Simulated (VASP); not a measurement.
# TiB2 (P6/mmm) in VASP: further runs, part 2 of 2

VASP 6.6.1.

### 3 Single point, PBE

This run uses another cell than the first one, of 8.55 Å³/atom, 1.020 times its volume.

Contents of INCAR:

```
SYSTEM = TiB2
PREC = Accurate
ENCUT = 500
EDIFF = 1E-6
ISMEAR = -1
SIGMA = 0.05
LREAL = .FALSE.
LASPH = .TRUE.
NELM = 120
ALGO = Normal
ISIF = 2
LWAVE = .FALSE.
LCHARG = .TRUE.
GGA = PE
LELF = .TRUE.
LVHAR = .TRUE.
NBANDS = 16
GGA_COMPAT = .FALSE.
```

Contents of KPOINTS:

```
regular mesh
0
G
  8 8 6
  0 0 0
```

Contents of POSCAR:

```
TiB2
1.0
    3.0325408631      0.0000000000      0.0000000000
   -1.5162704315      2.6262574254      0.0000000000
    0.0000000000      0.0000000000      3.2225293147
Ti B
1 2
Direct
    0.0000000000      0.0000000000      0.0000000000
    0.3333333333      0.6666666667      0.5000000000
    0.6666666667      0.3333333333      0.5000000000
```

Potentials or basis: VASP PAW PBE potentials, release 64 (Ti_sv, B).

Run with:

```
cat potpaw_PBE.64/Ti_sv/POTCAR potpaw_PBE.64/B/POTCAR > POTCAR
mpirun -np 1 vasp_std > vasp.out
```

OUTCAR:

```text
SYSTEM = TiB2
   PREC = Accurate
   ENCUT = 500
   EDIFF = 1E-6
   ISMEAR = -1
   LREAL = .FALSE.
   LASPH = .TRUE.
   NELM = 120
   ISIF = 2
   GGA = PE

 ion  position               nearest neighbor table
   1  0.000  0.000  0.000-   2 2.38   3 2.38   2 2.38   3 2.38   2 2.38   2 2.38   3 2.38   3 2.38
                             3 2.38   3 2.38   2 2.38   2 2.38
   2  0.333  0.667  0.500-   3 1.75   3 1.75   3 1.75   1 2.38   1 2.38   1 2.38   1 2.38   1 2.38
                             1 2.38
   3  0.667  0.333  0.500-   2 1.75   2 1.75   2 1.75   1 2.38   1 2.38   1 2.38   1 2.38   1 2.38
                             1 2.38

  LATTYP: Found a hexagonal cell.
 ALAT       =     3.0325408631
 C/A-ratio  =     1.0626499230

  Lattice vectors:

 A1 = (   3.0325408631,   0.0000000000,   0.0000000000)
 A2 = (  -1.5162704315,   2.6262574254,   0.0000000000)
 A3 = (   0.0000000000,   0.0000000000,   3.2225293147)

Analysis of symmetry for initial positions (statically):
=====================================================================
 Subroutine PRICEL returns:
 Original cell was already a primitive cell.

 Routine SETGRP: Setting up the symmetry group for a
 hexagonal supercell.

 Subroutine GETGRP returns: Found 24 space group operations
 (whereof 24 operations were pure point group operations)
 out of a pool of 24 trial point group operations.

The static configuration has the point symmetry D_6h.

Analysis of symmetry for dynamics (positions and initial velocities):
=====================================================================
 Subroutine PRICEL returns:
 Original cell was already a primitive cell.

 Routine SETGRP: Setting up the symmetry group for a
 hexagonal supercell.

 Subroutine GETGRP returns: Found 24 space group operations
 (whereof 24 operations were pure point group operations)
 out of a pool of 24 trial point group operations.

The dynamic configuration has the point symmetry D_6h.

 Subroutine INISYM returns: Found 24 space group operations
 (whereof 24 operations are pure point group operations),
 and found     1 'primitive' translations
[... 119 lines left out ...]
  Fermi-wavevector in a.u.,A,eV,Ry     =   1.454517  2.748638 28.784743  2.115619
  Thomas-Fermi vector in A             =   2.571658
   LORBIT       =      0    0 simple, 1 ext, 2 COOP (PROOUT), +10 PAW based schemes
   GGA     = PE    functional components
   LHFCALC =     F    Hartree Fock is set to
   AEXX    =    0.0000 exact exchange contribution
   IVDW    =     0    specifies the selected vdW correction
   LEPSILON=     F    determine dielectric tensor
   LRPA    =     F    only Hartree local field effects (RPA)
 non-spin polarized calculation
  energy-cutoff  :      500.00
  volume of cell :       25.66
 maximum number of plane-waves:       678
 NGX is ok and might be reduce to    24
   NGX = 11   NGY = 11   NGZ = 11

 number of electron      18.0000001 magnetization

 Free energy of the ion-electron system (eV)
  ---------------------------------------------------
  ext. energy  EPLUGINS =         0.00000000
  ---------------------------------------------------
  free energy    TOTEN  =       -24.43323686 eV

  energy without entropy =      -24.43204662  energy(sigma->0) =      -24.43264174

 E-fermi :  10.0736     XC(G=0): -12.7674

 val. band max:        9.7984472736   @ k =   0.0000   0.0000   0.5000
 cond. band min:      10.1651320337   @ k =   0.0000   0.0000   0.3333
 fundamental gap:      0.3666847601
 Fermi energy:        10.0735807643

 k-point     1 :       0.0000    0.0000    0.0000
  band No.  band energies     occupation
      1     -46.9608      2.00000
      2     -23.3102      2.00000
      3     -23.0002      2.00000
      4     -23.0002      2.00000
      5      -3.5051      2.00000
      6       7.3766      2.00000
[... 433 lines left out ...]
      3     -23.3204      2.00000
      4     -23.0633      2.00000
      5      -0.4489      2.00000
      6       3.0085      2.00000
[... 8 lines left out ...]
     15      17.6100      0.00000
     16      22.6565      0.00000

 [... further k-points ...]

------------------------ aborting loop because EDIFF is reached ----------------------------------------

  FORCE on cell =-STRESS in cart. coord.  units (eV):
  Direction    XX          YY          ZZ          XY          YZ          ZX
  --------------------------------------------------------------------------------------
  -------------------------------------------------------------------------------------
  Total        0.0321342      0.0321342      0.0351831      0.0000000     -0.0000000     -0.0000000
  in kB        2.0060261      2.0060261      2.1963607      0.0000000     -0.0000000     -0.0000000
  external PRESSURE =       2.0694710 kB  Pullay stress =       0.0000000 kB

 VOLUME and BASIS-vectors are now :
 -----------------------------------------------------------------------------
  energy-cutoff  :      500.00
  volume of cell :       25.66
      direct lattice vectors                 reciprocal lattice vectors
     3.032540863  0.000000000  0.000000000     0.329756480  0.190384992  0.000000000
    -1.516270431  2.626257425  0.000000000     0.000000000  0.380769985  0.000000000
     0.000000000  0.000000000  3.222529315     0.000000000  0.000000000  0.310315253

 POSITION                                       TOTAL-FORCE (eV/Angst)
 -----------------------------------------------------------------------------------
      0.00000      0.00000      0.00000         0.000000      0.000000      0.000000
     -0.00000      1.75084      1.61126         0.000000     -0.000000      0.000000
      1.51627      0.87542      1.61126        -0.000000      0.000000      0.000000
 -----------------------------------------------------------------------------------
    total drift:                               -0.000000      0.000000      0.000000

  FREE ENERGIE OF THE ION-ELECTRON SYSTEM (eV)
  ---------------------------------------------------
  free  energy   TOTEN  =       -24.4332368604 eV

  energy  without entropy=      -24.4320466248  energy(sigma->0) =      -24.43264174
```

Run time: 7.5 s. Hardware: 1 thread of Intel Xeon 6975P-C (Granite Rapids), shared host; peak memory 0.14 GiB.

What came out:

| Item | Value |
| --- | --- |
| Free energy | -24.4332 eV |
| Pressure | 0.2 GPa |
| Band gap on the k mesh | zero (band 9 reaches 10.17 eV, above the bottom of band 10 at 9.80 eV) |

Levels at points of the mesh, in eV from the Fermi level:
```csv
k point,band 6,band 7,band 8,band 9,band 10,band 11,band 12,band 13
"(0.00, 0.00, 0.00)",-2.70,-2.70,-2.37,-2.18,1.81,1.81,3.59,3.59
"(0.50, 0.00, 0.00)",-9.32,-3.35,-3.28,-2.34,1.26,2.65,3.13,3.30
"(0.00, 0.00, 0.50)",-7.68,-0.64,-0.64,-0.28,-0.28,0.36,0.36,1.59
"(0.50, 0.00, 0.50)",-7.62,-4.73,-3.90,-3.23,2.41,2.83,4.39,4.50
```

### 4 Single point, PBE

This run uses another cell than the first one, of 8.55 Å³/atom, 1.020 times its volume.

Contents of INCAR:

```
ALGO     = Normal         # electronic algorithm
EDIFF    = 1E-6           # SCF threshold, eV
ENCUT    = 500            # plane-wave cutoff, eV
GGA      = PE             # functional
GGA_COMPAT= F            
ISIF     = 2              # what is computed and relaxed
ISMEAR   = -1             # smearing method
LASPH    = T              # aspherical terms in the spheres
LCHARG   = T              # write CHGCAR
LELF     = T              # ELF
LREAL    = F              # projectors in reciprocal space
LVHAR    = T            
LWAVE    = F              # write WAVECAR
NBANDS   = 16             # bands
NELM     = 120            # most SCF steps
PREC     = Accurate       # precision mode
SIGMA    = 0.05           # smearing width, eV
```

Contents of KPOINTS:

```
k-points
0
Gamma
  8 8 6
```

POSCAR is that of step 3.

Run with:

```
cat potpaw_PBE.64/Ti_sv/POTCAR potpaw_PBE.64/B/POTCAR > POTCAR
mpirun -np 1 vasp_std > vasp.out
```

Run time: 8.4 s. Hardware: 1 thread of Intel Xeon 6975P-C (Granite Rapids), shared host; peak memory 0.14 GiB.

Results (log left out):

| Item | Value |
| --- | --- |
| Free energy | -24.4332 eV |
| Pressure | 0.2 GPa |
| Band gap on the k mesh | zero (band 9 reaches 10.17 eV, above the bottom of band 10 at 9.80 eV) |

Levels at points of the mesh, in eV from the Fermi level:
| k point | band 6 | band 7 | band 8 | band 9 | band 10 | band 11 | band 12 | band 13 |
| --- | --- | --- | --- | --- | --- | --- | --- | --- |
| (0.00, 0.00, 0.00) | -2.70 | -2.70 | -2.37 | -2.18 | 1.81 | 1.81 | 3.59 | 3.59 |
| (0.50, 0.00, 0.00) | -9.32 | -3.35 | -3.28 | -2.34 | 1.26 | 2.65 | 3.13 | 3.30 |
| (0.00, 0.00, 0.50) | -7.68 | -0.64 | -0.64 | -0.28 | -0.28 | 0.36 | 0.36 | 1.59 |
| (0.50, 0.00, 0.50) | -7.62 | -4.73 | -3.90 | -3.23 | 2.41 | 2.83 | 4.39 | 4.50 |

### 5 Single point, PBE

This run uses another cell than the first one, of 8.73 Å³/atom, 1.041 times its volume.

Contents of INCAR:

```
SYSTEM = TiB2
PREC     = Accurate       ! precision mode
ENCUT    = 500            ! plane-wave cutoff, eV
EDIFF    = 1E-6           ! SCF threshold, eV
ISMEAR   = -1             ! smearing method
SIGMA    = 0.05           ! smearing width, eV
LREAL    = .FALSE.        ! projectors in reciprocal space
LASPH    = .TRUE.         ! aspherical terms in the spheres
NELM     = 120            ! most SCF steps
ALGO     = Normal         ! electronic algorithm
ISIF     = 2              ! what is computed and relaxed
LWAVE    = .FALSE.        ! write WAVECAR
LCHARG   = .FALSE.        ! write CHGCAR
GGA      = PE             ! functional
NBANDS   = 16             ! bands
GGA_COMPAT= .FALSE.
```

Contents of KPOINTS:

```
regular mesh
0
G
  8 8 6
  0 0 0
```

Contents of POSCAR:

```
TiB2
1.0
    3.0526245005      0.0000000000      0.0000000000
   -1.5263122502      2.6436503656      0.0000000000
    0.0000000000      0.0000000000      3.2438711904
Ti B
1 2
Direct
    0.0000000000      0.0000000000      0.0000000000
    0.3333333333      0.6666666667      0.5000000000
    0.6666666667      0.3333333333      0.5000000000
```

Run with:

```
cat potpaw_PBE.64/Ti_sv/POTCAR potpaw_PBE.64/B/POTCAR > POTCAR
mpirun -np 1 vasp_std > vasp.out
```

It took 7.4 s on 1 thread of Intel Xeon 6975P-C (Granite Rapids), shared host; peak memory 0.14 GiB.

Results (log left out):

* Free energy: -24.4262 eV
* Pressure: -4.7 GPa
* Band gap on the k mesh: zero (band 9 reaches 9.94 eV, above the bottom of band 10 at 9.58 eV)

Stress tensor (GPa, compression positive):
```
-5.03  0.00  0.00
 0.00 -5.03  0.00
 0.00  0.00 -3.95
```

Levels at points of the mesh, in eV from the Fermi level:
```tsv
k point	band 6	band 7	band 8	band 9	band 10	band 11	band 12	band 13
(0.00, 0.00, 0.00)	-2.65	-2.65	-2.36	-2.13	1.76	1.76	3.50	3.50
(0.50, 0.00, 0.00)	-9.28	-3.31	-3.21	-2.29	1.23	2.58	3.04	3.25
(0.00, 0.00, 0.50)	-7.60	-0.63	-0.63	-0.27	-0.27	0.35	0.35	1.55
(0.50, 0.00, 0.50)	-7.56	-4.65	-3.83	-3.22	2.35	2.75	4.26	4.39
```

### 6 Overview

| cell | gap on the mesh (eV) | pressure (GPa) |
| --- | --- | --- |
| a = 3.012, b = 3.012, c = 3.201 Å, angles 90.0, 90.0, 120.0°, 3 atoms | none | 5.6 |
| a = 3.033, b = 3.033, c = 3.223 Å, angles 90.0, 90.0, 120.0°, 3 atoms | none | 0.2 |
| a = 3.053, b = 3.053, c = 3.244 Å, angles 90.0, 90.0, 120.0°, 3 atoms | none | -4.7 |

Alike in all rows: task single point; level PBE; potentials or basis VASP PAW PBE potentials, release 64 (Ti_sv, B); no spin polarisation; k mesh 8 × 8 × 6; cutoff (eV) 500; smearing fermi-dirac 0.05 eV.

Total energies depend on the potentials used, so only differences within one code and one set of settings carry meaning.
